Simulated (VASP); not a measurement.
# Li2S (Fm-3m) in VASP: settings compared

Li2S is run at these levels: LDA, r2SCAN, PBE; tasks: single point, relaxation of cell and atoms.

Everything below comes from runs of VASP 6.6.1. Logs are shortened: lines on timing, memory, paths and dates and some standing lists are left out, and cuts for length are marked.

### Step 1. The cell of the first run

It takes space group Fm-3m (No. 225, cubic). The conventional cell has a = 5.691 Å, b = 5.691 Å, c = 5.691 Å, α = 90.00°, β = 90.00°, γ = 90.00°. Within 3.3 Å of Li (site symmetry -43m) lie 4 S at 2.46 Å and 6 Li at 2.85 Å. Within 3.3 Å of S (site symmetry m-3m) lie 8 Li at 2.46 Å.

### Step 2. Single point, LDA

The input, INCAR:

```
SYSTEM = Li2S
ALGO = Normal
EDIFF = 1E-6
ENCUT = 750
GGA_COMPAT = .False.
ISIF = 2
ISMEAR = 0
LASPH = .True.
LCHARG = .False.
LREAL = .False.
LWAVE = .False.
NBANDS = 13
NELM = 120
PREC = Accurate
SIGMA = 0.01
```

The input, KPOINTS:

```
k-points
0
Gamma
  8 8 8
  0 0 0
```

The input, POSCAR:

```
Li2S
1.0
    0.0000000000      2.8452944194      2.8452944194
    2.8452944194      0.0000000000      2.8452944194
    2.8452944194      2.8452944194      0.0000000000
Li S
2 1
Direct
    0.2500000000      0.2500000000      0.2500000000
    0.7500000000      0.7500000000      0.7500000000
    0.0000000000      0.0000000000      0.0000000000
```

Potentials or basis: VASP PAW LDA potentials, release 64 (Li_sv, S).

Command:

```
> cat potpaw_LDA.64/Li_sv/POTCAR potpaw_LDA.64/S/POTCAR > POTCAR
> mpirun -np 1 vasp_std > vasp.out
```

OUTCAR:

```text
SYSTEM = Li2S
   EDIFF = 1E-6
   ENCUT = 750
   ISIF = 2
   ISMEAR = 0
   LASPH = .True.
   LREAL = .False.
   NELM = 120
   PREC = Accurate

 ion  position               nearest neighbor table
   1  0.250  0.250  0.250-   3 2.46   3 2.46   3 2.46   3 2.46
   2  0.750  0.750  0.750-   3 2.46   3 2.46   3 2.46   3 2.46
   3  0.000  0.000  0.000-   2 2.46   2 2.46   2 2.46   1 2.46   2 2.46   1 2.46   1 2.46   1 2.46

  LATTYP: Found a face centered cubic cell.
 ALAT       =     5.6905888388

  Lattice vectors:

 A1 = (   0.0000000000,   2.8452944194,   2.8452944194)
 A2 = (   2.8452944194,   0.0000000000,   2.8452944194)
 A3 = (   2.8452944194,   2.8452944194,   0.0000000000)

Analysis of symmetry for initial positions (statically):
=====================================================================
 Subroutine PRICEL returns:
 Original cell was already a primitive cell.

 Routine SETGRP: Setting up the symmetry group for a
 face centered cubic supercell.

 Subroutine GETGRP returns: Found 48 space group operations
 (whereof 48 operations were pure point group operations)
 out of a pool of 48 trial point group operations.

The static configuration has the point symmetry O_h .

Analysis of symmetry for dynamics (positions and initial velocities):
=====================================================================
 Subroutine PRICEL returns:
 Original cell was already a primitive cell.

 Routine SETGRP: Setting up the symmetry group for a
 face centered cubic supercell.

 Subroutine GETGRP returns: Found 48 space group operations
 (whereof 48 operations were pure point group operations)
 out of a pool of 48 trial point group operations.

The dynamic configuration has the point symmetry O_h .

 Subroutine INISYM returns: Found 48 space group operations
 (whereof 48 operations are pure point group operations),
 and found     1 'primitive' translations

----------------------------------------------------------------------------------------

                                     Primitive cell

  volume of cell :      46.0693

  direct lattice vectors                    reciprocal lattice vectors
     0.000000000  2.845294419  2.845294419    -0.175728739  0.175728739  0.175728739
     2.845294419  0.000000000  2.845294419     0.175728739 -0.175728739  0.175728739
     2.845294419  2.845294419  0.000000000     0.175728739  0.175728739 -0.175728739

  length of vectors
     4.023853957  4.023853957  4.023853957     0.304371104  0.304371104  0.304371104

  position of ions in fractional coordinates (direct lattice)
     0.250000000  0.250000000  0.250000000
     0.750000000  0.750000000  0.750000000
     0.000000000  0.000000000  0.000000000

[... 92 lines left out ...]
   ISMEAR =     0;   SIGMA  =   0.01  broadening in eV -4-tet -1-fermi 0-gaus
   EFERMI_NEDOS =   21; number of points for ismear=-14 and -15
   IALGO  =     38    algorithm
   IMIX   =      4    mixing-type and parameters
     AMIX     =   0.40;   BMIX     =  1.00
     AMIX_MAG =   1.60;   BMIX_MAG =  1.00
  volume/ion in A,a.u.               =      15.36       103.63
  Fermi-wavevector in a.u.,A,eV,Ry     =   1.045518  1.975742 14.872626  1.093107
  Thomas-Fermi vector in A             =   2.180317
   LORBIT       =      0    0 simple, 1 ext, 2 COOP (PROOUT), +10 PAW based schemes
   GGA     = CA    functional components
   LHFCALC =     F    Hartree Fock is set to
   AEXX    =    0.0000 exact exchange contribution
   IVDW    =     0    specifies the selected vdW correction
   LEPSILON=     F    determine dielectric tensor
   LRPA    =     F    only Hartree local field effects (RPA)
 non-spin polarized calculation
 Gauss-broadening in eV      SIGMA  =   0.01
  energy-cutoff  :      750.00
  volume of cell :       46.07
 maximum number of plane-waves:      2180
   NGX = 17   NGY = 17   NGZ = 17

 number of electron      11.9999998 magnetization

 Free energy of the ion-electron system (eV)
  ---------------------------------------------------
  ext. energy  EPLUGINS =         0.00000000
  ---------------------------------------------------
  free energy    TOTEN  =       -12.98822184 eV

  energy without entropy =      -12.98822184  energy(sigma->0) =      -12.98822184

 E-fermi :   1.4873     XC(G=0):  -8.8370

 val. band max:        1.4066084232   @ k =   0.0000   0.0000   0.0000
 cond. band min:       4.5738227056   @ k =   0.5000   0.5000   0.0000
 fundamental gap:      3.1672142824
 Fermi energy:         1.4873277881

 k-point     1 :       0.0000    0.0000    0.0000
  band No.  band energies     occupation
      1     -41.7839      2.00000
      2     -41.7349      2.00000
      3      -9.5784      2.00000
      4       1.4066      2.00000
      5       1.4066      2.00000
      6       1.4066      2.00000
      7       5.4903      0.00000
      8       7.4251      0.00000
      9       7.4251      0.00000
     10       7.4251      0.00000
     11      12.5394      0.00000
     12      12.5394      0.00000
     13      13.5577      0.00000
[... 354 lines left out ...]
  band No.  band energies     occupation
      1     -41.7583      2.00000
      2     -41.7583      2.00000
      3      -9.0713      2.00000
      4      -1.2398      2.00000
      5       0.1288      2.00000
      6       0.4668      2.00000
      7       7.0956      0.00000
      8       7.8627      0.00000
      9       9.5920      0.00000
     10      10.2526      0.00000
     11      11.5779      0.00000
     12      12.8512      0.00000
     13      14.6982      0.00000

 [... further k-points ...]

------------------------ aborting loop because EDIFF is reached ----------------------------------------

  FORCE on cell =-STRESS in cart. coord.  units (eV):
  Direction    XX          YY          ZZ          XY          YZ          ZX
  --------------------------------------------------------------------------------------
  -------------------------------------------------------------------------------------
  Total       -0.7916127     -0.7916127     -0.7916127     -0.0000000      0.0000000      0.0000000
  in kB      -27.5303475    -27.5303475    -27.5303475     -0.0000000      0.0000000      0.0000000
  external PRESSURE =     -27.5303475 kB  Pullay stress =       0.0000000 kB

 VOLUME and BASIS-vectors are now :
 -----------------------------------------------------------------------------
  energy-cutoff  :      750.00
  volume of cell :       46.07
      direct lattice vectors                 reciprocal lattice vectors
     0.000000000  2.845294419  2.845294419    -0.175728739  0.175728739  0.175728739
     2.845294419  0.000000000  2.845294419     0.175728739 -0.175728739  0.175728739
     2.845294419  2.845294419  0.000000000     0.175728739  0.175728739 -0.175728739

 POSITION                                       TOTAL-FORCE (eV/Angst)
 -----------------------------------------------------------------------------------
      1.42265      1.42265      1.42265         0.000000      0.000000     -0.000000
      4.26794      4.26794      4.26794         0.000000      0.000000      0.000000
      0.00000      0.00000      0.00000        -0.000000     -0.000000     -0.000000
 -----------------------------------------------------------------------------------
    total drift:                                0.000000      0.000000      0.000000

  FREE ENERGIE OF THE ION-ELECTRON SYSTEM (eV)
  ---------------------------------------------------
  free  energy   TOTEN  =       -12.9882218365 eV

  energy  without entropy=      -12.9882218365  energy(sigma->0) =      -12.98822184
```

OSZICAR:

```text
N       E                     dE             d eps       ncg     rms          rms(c)
DAV:   1     0.543568910054E+02    0.54357E+02   -0.64688E+03   754   0.113E+03
DAV:   2    -0.513218434186E+01   -0.59489E+02   -0.56244E+02   912   0.228E+02
DAV:   3    -0.131205788624E+02   -0.79884E+01   -0.79364E+01  1454   0.533E+01
DAV:   4    -0.133224000251E+02   -0.20182E+00   -0.20168E+00   968   0.119E+01
DAV:   5    -0.133300021104E+02   -0.76021E-02   -0.76015E-02  1214   0.166E+00    0.388E+00
DAV:   6    -0.130232438207E+02    0.30676E+00   -0.49121E-01   918   0.275E+00    0.281E+00
DAV:   7    -0.129901222983E+02    0.33122E-01   -0.10836E-01  1107   0.142E+00    0.164E+00
DAV:   8    -0.129886650903E+02    0.14572E-02   -0.18514E-02  1039   0.756E-01    0.687E-01
DAV:   9    -0.129882840070E+02    0.38108E-03   -0.69511E-04  1052   0.151E-01    0.446E-01
DAV:  10    -0.129882268558E+02    0.57151E-04   -0.30630E-04   884   0.946E-02    0.545E-02
DAV:  11    -0.129882218589E+02    0.49969E-05   -0.54823E-05  1001   0.443E-02    0.698E-02
DAV:  12    -0.129882218365E+02    0.22433E-07   -0.45559E-06   981   0.155E-02
   1 F= -.12988222E+02 E0= -.12988222E+02  d E =-.166820E-32
```

stdout:

```text
POSCAR found type information on POSCAR LiS
 POSCAR found :  2 types and       3 ions
 scaLAPACK will be used
 LDA part: xc-table for (Slater(with rela. corr.)+CA(PZ))
 , standard interpolation
 POSCAR, INCAR and KPOINTS ok, starting setup
 FFT: planning ... GRIDC
 FFT: planning ... GRID_SOFT
 FFT: planning ... GRID
 WAVECAR not read
 entering main loop
```

Wall time 46 s (1 thread of Intel Xeon 8259CL, shared host); peak memory 0.17 GiB.

What came out:

```yaml
Free_energy: -12.9882 eV
Pressure: -2.8 GPa
Band_gap_on_the_k_mesh: 3.17 eV (least direct gap 4.08 eV)
```

Levels at points of the mesh, in eV from the valence-band top:
```tsv
k point	band 4	band 5	band 6	band 7	band 8	band 9
(0.00, 0.00, 0.00)	0.00	0.00	0.00	4.08	6.02	6.02
(0.50, 0.00, 0.00)	-2.95	-0.53	-0.53	5.94	6.38	6.38
(0.50, 0.50, 0.00)	-2.20	-1.47	-1.47	3.17	6.98	10.85
```

A k mesh can miss the band edges. As with any semilocal functional, this LDA gap is likely too small.

### Step 3. Single point, r2SCAN

POSCAR is that of step 2.

The input, INCAR.step1:

```
SYSTEM = Li2S
ALGO     = Normal         ! electronic algorithm
EDIFF    = 1E-5           ! SCF threshold, eV
ENCUT    = 830            ! plane-wave cutoff, eV
GGA      = PE             ! functional
GGA_COMPAT= .FALSE.      
ISMEAR   = -1             ! smearing method
LASPH    = .TRUE.         ! aspherical terms in the spheres
LCHARG   = .FALSE.        ! write CHGCAR
LREAL    = .FALSE.        ! projectors in reciprocal space
LWAVE    = .TRUE.         ! write WAVECAR
NBANDS   = 13             ! bands
NELM     = 120            ! most SCF steps
PREC     = Accurate       ! precision mode
SIGMA    = 0.02           ! smearing width, eV
```

The input, INCAR.step2:

```
SYSTEM = Li2S
ALGO     = Normal         ! electronic algorithm
EDIFF    = 1E-6           ! SCF threshold, eV
ENCUT    = 830            ! plane-wave cutoff, eV
GGA_COMPAT= .FALSE.      
ISIF     = 2              ! what is computed and relaxed
ISMEAR   = -1             ! smearing method
ISTART   = 1            
LASPH    = .TRUE.         ! aspherical terms in the spheres
LCHARG   = .FALSE.        ! write CHGCAR
LMIXTAU  = .TRUE.       
LREAL    = .FALSE.        ! projectors in reciprocal space
LWAVE    = .FALSE.        ! write WAVECAR
METAGGA  = R2SCAN         ! meta-GGA
NBANDS   = 13             ! bands
NELM     = 120            ! most SCF steps
PREC     = Accurate       ! precision mode
SIGMA    = 0.02           ! smearing width, eV
```

The input, KPOINTS:

```
k-points
0
G
  8 8 8
  0 0 0
```

Potentials or basis: VASP PAW PBE potentials, release 64 (Li_sv, S).

Command:

```
> cat potpaw_PBE.64/Li_sv/POTCAR potpaw_PBE.64/S/POTCAR > POTCAR
> cp INCAR.step1 INCAR
> mpirun -np 1 vasp_std > vasp.out
> cp INCAR.step2 INCAR
> mpirun -np 1 vasp_std > vasp.out
```

OUTCAR:

```text
SYSTEM = Li2S
   EDIFF = 1E-6
   ENCUT = 830
   ISIF = 2
   ISMEAR = -1
   ISTART = 1
   LASPH = .TRUE.
   LREAL = .FALSE.
   METAGGA = R2SCAN
   NELM = 120
   PREC = Accurate

 ion  position               nearest neighbor table
   1  0.250  0.250  0.250-   3 2.46   3 2.46   3 2.46   3 2.46
   2  0.750  0.750  0.750-   3 2.46   3 2.46   3 2.46   3 2.46
   3  0.000  0.000  0.000-   2 2.46   2 2.46   2 2.46   1 2.46   2 2.46   1 2.46   1 2.46   1 2.46

  LATTYP: Found a face centered cubic cell.
 ALAT       =     5.6905888388

  Lattice vectors:

 A1 = (   0.0000000000,   2.8452944194,   2.8452944194)
 A2 = (   2.8452944194,   0.0000000000,   2.8452944194)
 A3 = (   2.8452944194,   2.8452944194,   0.0000000000)

Analysis of symmetry for initial positions (statically):
=====================================================================
 Subroutine PRICEL returns:
 Original cell was already a primitive cell.

 Routine SETGRP: Setting up the symmetry group for a
 face centered cubic supercell.

 Subroutine GETGRP returns: Found 48 space group operations
 (whereof 48 operations were pure point group operations)
 out of a pool of 48 trial point group operations.

The static configuration has the point symmetry O_h .

Analysis of symmetry for dynamics (positions and initial velocities):
=====================================================================
 Subroutine PRICEL returns:
 Original cell was already a primitive cell.

 Routine SETGRP: Setting up the symmetry group for a
 face centered cubic supercell.

 Subroutine GETGRP returns: Found 48 space group operations
 (whereof 48 operations were pure point group operations)
 out of a pool of 48 trial point group operations.

The dynamic configuration has the point symmetry O_h .

 Subroutine INISYM returns: Found 48 space group operations
 (whereof 48 operations are pure point group operations),
 and found     1 'primitive' translations

[... 126 lines left out ...]
   LRPA    =     F    only Hartree local field effects (RPA)
 non-spin polarized calculation
  energy-cutoff  :      830.00
  volume of cell :       46.07
 maximum number of plane-waves:      2541
 NGX is ok and might be reduce to    40
   NGX = 19   NGY = 19   NGZ = 19

 number of electron      12.0000004 magnetization

 Free energy of the ion-electron system (eV)
  ---------------------------------------------------
  ext. energy  EPLUGINS =         0.00000000
  ---------------------------------------------------
  free energy    TOTEN  =       -17.38403975 eV

  energy without entropy =      -17.38403975  energy(sigma->0) =      -17.38403975

 E-fermi :   1.7638     XC(G=0):  -8.9250

 val. band max:        1.2123710651   @ k =   0.0000   0.0000   0.0000
 cond. band min:       5.0686192783   @ k =   0.5000   0.5000   0.0000
 fundamental gap:      3.8562482131
 Fermi energy:         1.7637746792

 k-point     1 :       0.0000    0.0000    0.0000
  band No.  band energies     occupation
      1     -44.3902      2.00000
      2     -44.3486      2.00000
      3     -10.2746      2.00000
      4       1.2124      2.00000
      5       1.2124      2.00000
      6       1.2124      2.00000
      7       6.2632      0.00000
      8       8.1206      0.00000
      9       8.1206      0.00000
     10       8.1206      0.00000
     11      12.9769      0.00000
     12      12.9769      0.00000
     13      14.6535      0.00000
[... 354 lines left out ...]
  band No.  band energies     occupation
      1     -44.3684      2.00000
      2     -44.3684      2.00000
      3      -9.7641      2.00000
      4      -1.3745      2.00000
      5      -0.0275      2.00000
      6       0.3048      2.00000
      7       7.6115      0.00000
      8       8.6409      0.00000
      9      10.3532      0.00000
     10      11.0153      0.00000
     11      12.4566      0.00000
     12      13.8716      0.00000
     13      15.4939      0.00000

 [... further k-points ...]

------------------------ aborting loop because EDIFF is reached ----------------------------------------

  FORCE on cell =-STRESS in cart. coord.  units (eV):
  Direction    XX          YY          ZZ          XY          YZ          ZX
  --------------------------------------------------------------------------------------
  -------------------------------------------------------------------------------------
  Total       -0.0584823     -0.0584823     -0.0584823     -0.0000000     -0.0000000     -0.0000000
  in kB       -2.0338710     -2.0338710     -2.0338710     -0.0000000     -0.0000000     -0.0000000
  external PRESSURE =      -2.0338710 kB  Pullay stress =       0.0000000 kB

 VOLUME and BASIS-vectors are now :
 -----------------------------------------------------------------------------
  energy-cutoff  :      830.00
  volume of cell :       46.07
      direct lattice vectors                 reciprocal lattice vectors
     0.000000000  2.845294419  2.845294419    -0.175728739  0.175728739  0.175728739
     2.845294419  0.000000000  2.845294419     0.175728739 -0.175728739  0.175728739
     2.845294419  2.845294419  0.000000000     0.175728739  0.175728739 -0.175728739

 POSITION                                       TOTAL-FORCE (eV/Angst)
 -----------------------------------------------------------------------------------
      1.42265      1.42265      1.42265         0.000000      0.000000      0.000000
      4.26794      4.26794      4.26794         0.000000      0.000000      0.000000
      0.00000      0.00000      0.00000        -0.000000     -0.000000     -0.000000
 -----------------------------------------------------------------------------------
    total drift:                                0.000000     -0.000000      0.000000

  FREE ENERGIE OF THE ION-ELECTRON SYSTEM (eV)
  ---------------------------------------------------
  free  energy   TOTEN  =       -17.3840397549 eV

  energy  without entropy=      -17.3840397549  energy(sigma->0) =      -17.38403975
```

Wall time 6.1 min (1 thread of Intel Xeon 8259CL, shared host); peak memory 0.26 GiB.

What came out:

| Quantity | Value |
| --- | --- |
| Free energy | -17.3840 eV |
| Pressure | -0.2 GPa |
| Band gap on the k mesh | 3.86 eV (least direct gap 5.05 eV) |

Levels at points of the mesh, in eV from the valence-band top:
| k point | band 2 | band 3 | band 4 | band 5 | band 6 | band 7 | band 8 | band 9 | band 10 | band 11 |
| --- | --- | --- | --- | --- | --- | --- | --- | --- | --- | --- |
| (0.00, 0.00, 0.00) | -45.56 | -11.49 | 0.00 | 0.00 | 0.00 | 5.05 | 6.91 | 6.91 | 6.91 | 11.76 |
| (0.50, 0.00, 0.00) | -45.58 | -11.05 | -2.89 | -0.51 | -0.51 | 6.98 | 7.19 | 7.19 | 9.13 | 13.73 |
| (0.50, 0.50, 0.00) | -45.57 | -10.92 | -2.16 | -1.44 | -1.44 | 3.86 | 7.90 | 12.16 | 12.16 | 13.36 |

Caveat: the PAW data sets were made with another functional, which shifts forces and pressure a little.

(Part 1 of 2 ends here.)
